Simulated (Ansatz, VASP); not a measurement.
Pt: VASP beside Ansatz

Contents of INCAR:

```
PREC = Accurate
ENCUT = 520
EDIFF = 1E-6
ISMEAR = 0
SIGMA = 0.15
LREAL = F
LASPH = T
NELM = 100
ALGO = Normal
ISIF = 2
LWAVE = F
LCHARG = F
NBANDS = 11
```

KPOINTS

```
regular mesh
0
Gamma
  22 22 22
```

The input POSCAR:

```
Pt
1.0
    0.0000000000      1.9204621283      1.9204621283
    1.9204621283      0.0000000000      1.9204621283
    1.9204621283      1.9204621283      0.0000000000
Pt
1
Direct
    0.0000000000      0.0000000000      0.0000000000
```

Input for Ansatz:

```yaml
crystal:
  lattice:
    - [0.0, 1.9204621283, 1.9204621283]
    - [1.9204621283, 0.0, 1.9204621283]
    - [1.9204621283, 1.9204621283, 0.0]
  atoms:
    - { symbol: Pt, position: [0.0, 0.0, 0.0] }
basis:
  ecutwfc: 420
kpoints:
  mp_grid: { grid: [22, 22, 22] }
hamiltonian:
  xc: lda
  pseudopotentials: { kind: paw, azcp: { folder: soft_1 } }
scf:
  occupations: { method: gaussian, width: 0.15 }
output:
  forces: true
  stress: true
  eigenvalues: true
```

Alike in both runs: task single point; functional LDA; k mesh 22 × 22 × 22; occupations gaussian, width 0.15 eV; no spin polarisation.

|  | VASP | Ansatz |
| --- | --- | --- |
| version | VASP 6.6.1 | Ansatz 0.2.0 |
| potentials or method | VASP PAW LDA potentials, release 64 (Pt), cutoff 520 eV | scalar-relativistic, plane waves, PAW |
| valence electrons in the cell | 10 | 18 |

```tsv
	VASP	Ansatz	Ansatz less VASP
gap on the k mesh at the Fermi level (eV)	none	none	-
pressure (GPa)	15.1	14.1	-0.95
```

Ansatz warns that its potentials were made for another functional, while VASP's fit it. LDA's correlation is that of Perdew and Zunger in VASP and of Perdew and Wang (1992) in Ansatz. A gap of «none» marks a metal or a gap that the smearing closes. VASP's potentials hold 10 valence electrons a cell and Ansatz's 18, so a difference there can come from the potentials and not from the codes.

Neither program's run includes spin-orbit coupling.
